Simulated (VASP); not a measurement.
## TcPt3: single point with LDA

Crystal: TcPt3.

```
Tc Pt
1.0
     3.86714    0.00000    0.00000
     0.00000    3.86714    0.00000
     0.00000    0.00000    3.86714
Tc Pt
1 3
Direct
  0.00000 0.00000 0.00000
  0.00000 0.50000 0.50000
  0.50000 0.00000 0.50000
  0.50000 0.50000 0.00000
```

| Item | Value |
| --- | --- |
| Program | VASP 6.6.1 |
| Task | single point |
| Functional | LDA |
| Potentials or basis | VASP PAW LDA potentials, release 64 (Tc_pv, Pt) |
| Cutoff | 520 eV |
| k mesh | 6 × 6 × 6 |
| Occupations | fermi-dirac, width 0.05 eV |
| Spin | no spin polarisation |
| Dipole correction | no |
| Further INCAR settings | ALGO = Normal; EDIFF = 1e-07; NBANDS = 30 |

```
Pressure : 0.6 GPa
```

Levels at points of the mesh, in eV from the Fermi level:
| k point | band 19 | band 20 | band 21 | band 22 | band 23 | band 24 | band 25 | band 26 |
| --- | --- | --- | --- | --- | --- | --- | --- | --- |
| (0.00, 0.00, 0.00) | 0.20 | 1.07 | 1.07 | 1.88 | 1.88 | 1.88 | 1.88 | 1.88 |
| (0.50, 0.00, 0.00) | -1.28 | -1.13 | -1.13 | -0.47 | 0.20 | 0.23 | 1.85 | 7.02 |
| (0.50, 0.50, 0.00) | -2.27 | -2.21 | -0.74 | -0.64 | -0.64 | 1.76 | 1.76 | 3.20 |
| (0.50, 0.50, 0.50) | -0.32 | -0.29 | -0.29 | -0.29 | 0.95 | 0.95 | 0.95 | 1.18 |

Run time: 16 s on 1 thread of Intel(R) Xeon(R) 6975P-C (Granite Rapids) (shared host), peak memory 0.16 GiB.

Caveat: spin-orbit coupling is left out, which moves the levels of the heavy elements.
